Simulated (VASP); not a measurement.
# Sb (P6_3/mmc) in VASP: further runs

Sb is run at these levels: PBE; tasks: electric field gradients.

All numbers are computed with VASP 6.6.1; they aren't measurements. Logs are shortened: lines on timing, memory, paths and dates and some standing lists are left out, and cuts for length are marked.

**1. The cell of the first run**

Symmetry: P6_3/mmc, No. 194, hexagonal system. The conventional cell has a = 3.369 Å, b = 3.369 Å, c = 5.330 Å, α = 90.00°, β = 90.00°, γ = 120.00°. Within 4.3 Å of Sb (site symmetry -6m2) lie 12 Sb at 3.30 to 3.37 Å.

**2. Electric field gradients, PBE**

Contents of INCAR:

```
ALGO = Normal
EDIFF = 1E-8
ENCUT = 520
GGA = PE
ISIF = 2
ISMEAR = -1
LASPH = T
LCHARG = F
LEFG = T
LREAL = F
LWAVE = F
NBANDS = 12
NELM = 80
PREC = Accurate
SIGMA = 0.05
```

Contents of KPOINTS:

```
k-points
0
Gamma
  12 12 7
```

Contents of POSCAR:

```
Sb
1.0
    3.3690001795      0.0000000000      0.0000000000
   -1.6845000898      2.9176397408      0.0000000000
    0.0000000000      0.0000000000      5.3300000000
Sb
2
Direct
    0.3333333333      0.6666666667      0.2500000000
    0.6666666667      0.3333333333      0.7500000000
```

Potentials or basis: VASP PAW PBE potentials, release 64 (Sb).

The run is started by

```
$ cat potpaw_PBE.64/Sb/POTCAR > POTCAR
$ mpirun -np 1 vasp_std > vasp.out
```

OUTCAR:

```text
EDIFF = 1E-8
   ENCUT = 520
   GGA = PE
   ISIF = 2
   ISMEAR = -1
   LASPH = T
   LREAL = F
   NELM = 80
   PREC = Accurate

 ion  position               nearest neighbor table
   1  0.333  0.667  0.250-   2 3.30   2 3.30   2 3.30   2 3.30   2 3.30   2 3.30
   2  0.667  0.333  0.750-   1 3.30   1 3.30   1 3.30   1 3.30   1 3.30   1 3.30

  LATTYP: Found a hexagonal cell.
 ALAT       =     3.3690001795
 C/A-ratio  =     1.5820717471

  Lattice vectors:

 A1 = (   3.3690001795,   0.0000000000,   0.0000000000)
 A2 = (  -1.6845000898,   2.9176397408,   0.0000000000)
 A3 = (   0.0000000000,   0.0000000000,   5.3300000000)

Analysis of symmetry for initial positions (statically):
=====================================================================
 Subroutine PRICEL returns:
 Original cell was already a primitive cell.

 Routine SETGRP: Setting up the symmetry group for a
 hexagonal supercell.

 Subroutine GETGRP returns: Found 24 space group operations
 (whereof 12 operations were pure point group operations)
 out of a pool of 24 trial point group operations.

The static configuration has the point symmetry D_3d.
 The point group associated with its full space group is D_6h.

Analysis of symmetry for dynamics (positions and initial velocities):
=====================================================================
 Subroutine PRICEL returns:
 Original cell was already a primitive cell.

 Routine SETGRP: Setting up the symmetry group for a
 hexagonal supercell.

 Subroutine GETGRP returns: Found 24 space group operations
 (whereof 12 operations were pure point group operations)
 out of a pool of 24 trial point group operations.

The dynamic configuration has the point symmetry D_3d.
 The point group associated with its full space group is D_6h.

 Subroutine INISYM returns: Found 24 space group operations
 (whereof 12 operations are pure point group operations),
 and found     1 'primitive' translations

----------------------------------------------------------------------------------------

                                     Primitive cell

  volume of cell :      52.3914

  direct lattice vectors                    reciprocal lattice vectors
     3.369000179  0.000000000  0.000000000     0.296823968  0.171371398  0.000000000
    -1.684500090  2.917639741  0.000000000     0.000000000  0.342742795  0.000000000
[... 138 lines left out ...]
 Fermi energy:         8.9212131486

 k-point     1 :       0.0000    0.0000    0.0000
  band No.  band energies     occupation
      1      -4.2588      2.00000
      2      -0.0299      2.00000
      3       2.9513      2.00000
      4      12.2290      0.00000
      5      12.2290      0.00000
      6      14.0297      0.00000
      7      14.0297      0.00000
      8      14.9663      0.00000
      9      16.3032      0.00000
     10      17.7127      0.00000
     11      18.7920      0.00000
     12      18.7920      0.00000
[... 331 lines left out ...]
 k-point    24 :       0.3333    0.0000    0.1429
  band No.  band energies     occupation
      1      -2.2423      2.00000
      2       0.9154      2.00000
      3       4.6756      2.00000
      4       6.0741      2.00000
      5       7.9093      2.00000
      6       9.6455      0.00000
      7      11.4516      0.00000
      8      12.8032      0.00000
      9      13.8376      0.00000
     10      16.1312      0.00000
     11      17.9191      0.00000
     12      18.7347      0.00000

 [... further k-points ...]

------------------------ aborting loop because EDIFF is reached ----------------------------------------

  FORCE on cell =-STRESS in cart. coord.  units (eV):
  Direction    XX          YY          ZZ          XY          YZ          ZX
  --------------------------------------------------------------------------------------
  -------------------------------------------------------------------------------------
  Total        1.0675232      1.0675232      0.6974189     -0.0000000     -0.0000000      0.0000000
  in kB       32.6458513     32.6458513     21.3277174     -0.0000000     -0.0000000      0.0000000
  external PRESSURE =      28.8731400 kB  Pullay stress =       0.0000000 kB

 VOLUME and BASIS-vectors are now :
 -----------------------------------------------------------------------------
  energy-cutoff  :      520.00
  volume of cell :       52.39
      direct lattice vectors                 reciprocal lattice vectors
     3.369000179  0.000000000  0.000000000     0.296823968  0.171371398  0.000000000
    -1.684500090  2.917639741  0.000000000     0.000000000  0.342742795  0.000000000
     0.000000000  0.000000000  5.330000000     0.000000000  0.000000000  0.187617261

 POSITION                                       TOTAL-FORCE (eV/Angst)
 -----------------------------------------------------------------------------------
     -0.00000      1.94509      1.33250         0.000000     -0.000000      0.000000
      1.68450      0.97255      3.99750        -0.000000      0.000000      0.000000
 -----------------------------------------------------------------------------------
    total drift:                               -0.000000      0.000000      0.000000

  FREE ENERGIE OF THE ION-ELECTRON SYSTEM (eV)
  ---------------------------------------------------
  free  energy   TOTEN  =        -7.7090312918 eV

  energy  without entropy=       -7.6985674961  energy(sigma->0) =       -7.70379939

 Electric field gradients (V/A^2)
---------------------------------------------------------------------
 ion       V_xx      V_yy      V_zz      V_xy      V_xz      V_yz
---------------------------------------------------------------------
   1     -10.538   -10.538    21.076     0.000     0.000    -0.000
   2     -10.538   -10.538    21.076     0.000    -0.000     0.000
---------------------------------------------------------------------

 Electric field gradients after diagonalization (V/A^2)
 (convention: |V_zz| > |V_xx| > |V_yy|)
----------------------------------------------------------------------
 ion       V_xx      V_yy      V_zz     asymmetry (V_yy - V_xx)/ V_zz
----------------------------------------------------------------------
   1     -10.538   -10.538    21.076       0.000
   2     -10.538   -10.538    21.076       0.000
----------------------------------------------------------------------

           NMR quadrupolar parameters

 Cq : quadrupolar parameter    Cq=e*Q*V_zz/h
 eta: asymmetry parameters     (V_yy - V_xx)/ V_zz
 Q  : nuclear electric quadrupole moment in mb (millibarn)
----------------------------------------------------------------------
 ion       Cq(MHz)       eta       Q (mb)
----------------------------------------------------------------------
   1       0.051       0.000       1.000
   2       0.051       0.000       1.000
----------------------------------------------------------------------
```

Wall time 32 s (1 thread of Intel Xeon 6975P-C, shared host); peak memory 0.2 GiB.

Results:

| Quantity | Value |
| --- | --- |
| Free energy | -7.7090 eV |
| Pressure | 2.9 GPa |
| Band gap on the k mesh | zero (band 5 reaches 12.92 eV, above the bottom of band 6 at 5.95 eV) |

Stress tensor (GPa, compression positive):
```
3.26 0.00 0.00
0.00 3.26 0.00
0.00 0.00 2.13
```

Electric field gradients, principal values (V/Å²):
```tsv
atom	least	middle	greatest (by size)
1 Sb	-10.538	-10.538	21.076
2 Sb	-10.538	-10.538	21.076
```

Caveat: without QUAD_EFG the Cq values of the log hold for a quadrupole moment of 1 mb, not for the nuclei; spin-orbit coupling is left out, which moves the levels of the heavy elements.

**3. Electric field gradients, PBE**

Contents of INCAR:

```
SYSTEM = Sb
ALGO = Normal
EDIFF = 1E-8
ENCUT = 520
GGA = PE
ISIF = 2
ISMEAR = -1
LASPH = .True.
LCHARG = .False.
LEFG = .True.
LREAL = .False.
LWAVE = .False.
NBANDS = 12
NELM = 100
PREC = Accurate
SIGMA = 0.05
```

Contents of KPOINTS:

```
k-points
0
Gamma
  12 12 7
  0 0 0
```

POSCAR is that of step 2.

Potentials or basis: VASP PAW PBE potentials, release 64 (Sb).

The run is started by

```
$ cat potpaw_PBE.64/Sb/POTCAR > POTCAR
$ mpirun -np 1 vasp_std > vasp.out
```

OUTCAR:

```text
SYSTEM = Sb
   EDIFF = 1E-8
   ENCUT = 520
   GGA = PE
   ISIF = 2
   ISMEAR = -1
   LASPH = .True.
   LREAL = .False.
   NELM = 100
   PREC = Accurate

 ion  position               nearest neighbor table
   1  0.333  0.667  0.250-   2 3.30   2 3.30   2 3.30   2 3.30   2 3.30   2 3.30
   2  0.667  0.333  0.750-   1 3.30   1 3.30   1 3.30   1 3.30   1 3.30   1 3.30

  LATTYP: Found a hexagonal cell.
 ALAT       =     3.3690001795
 C/A-ratio  =     1.5820717471

  Lattice vectors:

 A1 = (   3.3690001795,   0.0000000000,   0.0000000000)
 A2 = (  -1.6845000898,   2.9176397408,   0.0000000000)
 A3 = (   0.0000000000,   0.0000000000,   5.3300000000)

Analysis of symmetry for initial positions (statically):
=====================================================================
 Subroutine PRICEL returns:
 Original cell was already a primitive cell.

 Routine SETGRP: Setting up the symmetry group for a
 hexagonal supercell.

 Subroutine GETGRP returns: Found 24 space group operations
 (whereof 12 operations were pure point group operations)
 out of a pool of 24 trial point group operations.

The static configuration has the point symmetry D_3d.
 The point group associated with its full space group is D_6h.

Analysis of symmetry for dynamics (positions and initial velocities):
=====================================================================
 Subroutine PRICEL returns:
 Original cell was already a primitive cell.

 Routine SETGRP: Setting up the symmetry group for a
 hexagonal supercell.

 Subroutine GETGRP returns: Found 24 space group operations
 (whereof 12 operations were pure point group operations)
 out of a pool of 24 trial point group operations.

The dynamic configuration has the point symmetry D_3d.
 The point group associated with its full space group is D_6h.

 Subroutine INISYM returns: Found 24 space group operations
 (whereof 12 operations are pure point group operations),
 and found     1 'primitive' translations

----------------------------------------------------------------------------------------

                                     Primitive cell

  volume of cell :      52.3914

  direct lattice vectors                    reciprocal lattice vectors
     3.369000179  0.000000000  0.000000000     0.296823968  0.171371398  0.000000000
    -1.684500090  2.917639741  0.000000000     0.000000000  0.342742795  0.000000000
     0.000000000  0.000000000  5.330000000     0.000000000  0.000000000  0.187617261

  length of vectors
     3.369000179  3.369000180  5.330000000     0.342742795  0.342742795  0.187617261

  position of ions in fractional coordinates (direct lattice)
     0.333333333  0.666666667  0.250000000
     0.666666667  0.333333333  0.750000000

  ion indices of the primitive-cell ions
   primitive index   ion index
                 1           1
                 2           2

----------------------------------------------------------------------------------------

 KPOINTS: k-points
[... 85 lines left out ...]
   IALGO  =     38    algorithm
   IMIX   =      4    mixing-type and parameters
     AMIX     =   0.40;   BMIX     =  1.00
     AMIX_MAG =   1.60;   BMIX_MAG =  1.00
  volume/ion in A,a.u.               =      26.20       176.78
  Fermi-wavevector in a.u.,A,eV,Ry     =   0.942587  1.781231 12.088376  0.888471
  Thomas-Fermi vector in A             =   2.070211
   LORBIT       =      0    0 simple, 1 ext, 2 COOP (PROOUT), +10 PAW based schemes
   GGA     = PE    functional components
   LHFCALC =     F    Hartree Fock is set to
   AEXX    =    0.0000 exact exchange contribution
   IVDW    =     0    specifies the selected vdW correction
   LEPSILON=     F    determine dielectric tensor
   LRPA    =     F    only Hartree local field effects (RPA)
 non-spin polarized calculation
  energy-cutoff  :      520.00
  volume of cell :       52.39
 maximum number of plane-waves:      1428
 NGX is ok and might be reduce to    28
   NGX = 13   NGY = 13   NGZ = 19

 number of electron      10.0000000 magnetization

 Free energy of the ion-electron system (eV)
  ---------------------------------------------------
  ext. energy  EPLUGINS =         0.00000000
  ---------------------------------------------------
  free energy    TOTEN  =        -7.70903129 eV

  energy without entropy =       -7.69856750  energy(sigma->0) =       -7.70379939

 E-fermi :   8.9212     XC(G=0): -10.3516

 val. band max:        8.9098685509   @ k =   0.1667   0.0000   0.0000
 cond. band min:       8.9332749470   @ k =   0.3333   0.2500   0.0000
 fundamental gap:      0.0234063961
 Fermi energy:         8.9212131486

 k-point     1 :       0.0000    0.0000    0.0000
  band No.  band energies     occupation
      1      -4.2588      2.00000
      2      -0.0299      2.00000
      3       2.9513      2.00000
      4      12.2290      0.00000
      5      12.2290      0.00000
      6      14.0297      0.00000
      7      14.0297      0.00000
      8      14.9663      0.00000
      9      16.3032      0.00000
     10      17.7127      0.00000
     11      18.7920      0.00000
     12      18.7920      0.00000
[... 331 lines left out ...]
 k-point    24 :       0.3333    0.0000    0.1429
  band No.  band energies     occupation
      1      -2.2423      2.00000
      2       0.9154      2.00000
      3       4.6756      2.00000
      4       6.0741      2.00000
      5       7.9093      2.00000
      6       9.6455      0.00000
      7      11.4516      0.00000
      8      12.8032      0.00000
      9      13.8376      0.00000
     10      16.1312      0.00000
     11      17.9191      0.00000
     12      18.7347      0.00000

 [... further k-points ...]

------------------------ aborting loop because EDIFF is reached ----------------------------------------

  FORCE on cell =-STRESS in cart. coord.  units (eV):
  Direction    XX          YY          ZZ          XY          YZ          ZX
  --------------------------------------------------------------------------------------
  -------------------------------------------------------------------------------------
  Total        1.0675232      1.0675232      0.6974189     -0.0000000     -0.0000000      0.0000000
  in kB       32.6458513     32.6458513     21.3277174     -0.0000000     -0.0000000      0.0000000
  external PRESSURE =      28.8731400 kB  Pullay stress =       0.0000000 kB

 VOLUME and BASIS-vectors are now :
 -----------------------------------------------------------------------------
  energy-cutoff  :      520.00
  volume of cell :       52.39
      direct lattice vectors                 reciprocal lattice vectors
     3.369000179  0.000000000  0.000000000     0.296823968  0.171371398  0.000000000
    -1.684500090  2.917639741  0.000000000     0.000000000  0.342742795  0.000000000
     0.000000000  0.000000000  5.330000000     0.000000000  0.000000000  0.187617261

 POSITION                                       TOTAL-FORCE (eV/Angst)
 -----------------------------------------------------------------------------------
     -0.00000      1.94509      1.33250         0.000000     -0.000000      0.000000
      1.68450      0.97255      3.99750        -0.000000      0.000000      0.000000
 -----------------------------------------------------------------------------------
    total drift:                               -0.000000      0.000000      0.000000

  FREE ENERGIE OF THE ION-ELECTRON SYSTEM (eV)
  ---------------------------------------------------
  free  energy   TOTEN  =        -7.7090312918 eV

  energy  without entropy=       -7.6985674961  energy(sigma->0) =       -7.70379939

 Electric field gradients (V/A^2)
---------------------------------------------------------------------
 ion       V_xx      V_yy      V_zz      V_xy      V_xz      V_yz
---------------------------------------------------------------------
   1     -10.538   -10.538    21.076     0.000     0.000    -0.000
   2     -10.538   -10.538    21.076     0.000    -0.000     0.000
---------------------------------------------------------------------

 Electric field gradients after diagonalization (V/A^2)
 (convention: |V_zz| > |V_xx| > |V_yy|)
----------------------------------------------------------------------
 ion       V_xx      V_yy      V_zz     asymmetry (V_yy - V_xx)/ V_zz
----------------------------------------------------------------------
   1     -10.538   -10.538    21.076       0.000
   2     -10.538   -10.538    21.076       0.000
----------------------------------------------------------------------

           NMR quadrupolar parameters

 Cq : quadrupolar parameter    Cq=e*Q*V_zz/h
 eta: asymmetry parameters     (V_yy - V_xx)/ V_zz
 Q  : nuclear electric quadrupole moment in mb (millibarn)
----------------------------------------------------------------------
 ion       Cq(MHz)       eta       Q (mb)
----------------------------------------------------------------------
   1       0.051       0.000       1.000
   2       0.051       0.000       1.000
----------------------------------------------------------------------
```

It took 33 s on 1 thread of Intel Xeon 6975P-C, shared host; peak memory 0.2 GiB.

What came out:

```yaml
Free_energy: -7.7090 eV
Pressure: 2.9 GPa
Band_gap_on_the_k_mesh: zero (band 5 reaches 12.92 eV, above the bottom of band 6 at 5.95 eV)
```

Electric field gradients, principal values (V/Å²):
```csv
atom,least,middle,greatest (by size)
1 Sb,-10.538,-10.538,21.076
2 Sb,-10.538,-10.538,21.076
```

Caveat: without QUAD_EFG the Cq values of the log hold for a quadrupole moment of 1 mb, not for the nuclei; spin-orbit coupling is left out, which moves the levels of the heavy elements.
